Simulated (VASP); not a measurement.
Set up this calculation in VASP 6.6.1, as the native input.

```
Task                   : single point
Functional             : PBE
Potentials or basis    : VASP PAW PBE potentials, release 64 (Mg, O)
Cutoff                 : 520 eV
k mesh                 : 15 × 15 × 15
Occupations            : fermi-dirac, width 0.05 eV
Spin                   : no spin polarisation
Dipole correction      : no
Further INCAR settings : ALGO = Normal; EDIFF = 1e-07; NBANDS = 11
```

The structure of MgO (rocksalt type) lies in POSCAR:

```
MgO
1.0
    0.0000000000      2.0382133777      2.0382133777
    2.0382133777      0.0000000000      2.0382133777
    2.0382133777      2.0382133777      0.0000000000
Mg O
1 1
Direct
    0.0000000000      0.0000000000      0.0000000000
    0.5000000000      0.5000000000      0.5000000000
```

This cell differs from its parent crystal: volume scaled by 0.88.

These files were run (other wordings do the same):

INCAR

```
SYSTEM = MgO
PREC     = Accurate       ! precision mode
ENCUT    = 520            ! plane-wave cutoff, eV
EDIFF    = 1E-7           ! SCF threshold, eV
ISMEAR   = -1             ! smearing method
SIGMA    = 0.05           ! smearing width, eV
LREAL    = .FALSE.        ! projectors in reciprocal space
LASPH    = .TRUE.         ! aspherical terms in the spheres
NELM     = 80             ! most SCF steps
ALGO     = Normal         ! electronic algorithm
ISIF     = 2              ! what is computed and relaxed
LWAVE    = .FALSE.        ! write WAVECAR
LCHARG   = .FALSE.        ! write CHGCAR
GGA      = PE             ! functional
NBANDS   = 11             ! bands
```

KPOINTS

```
Automatic mesh
0
G
  15 15 15
  0 0 0
```

Potentials or basis: VASP PAW PBE potentials, release 64 (Mg, O).

Launch:

```bash
$ cat potpaw_PBE.64/Mg/POTCAR potpaw_PBE.64/O/POTCAR > POTCAR
$ mpirun -np 1 vasp_std > vasp.out
```

Results of the run:

The pressure is 24.1 GPa and the band gap on the k mesh is 5.74 eV, direct.

It took 14 s on 1 thread of AMD EPYC 9R45 96-Core Processor (Zen 5), with other jobs on the host, peak memory 0.12 GiB.
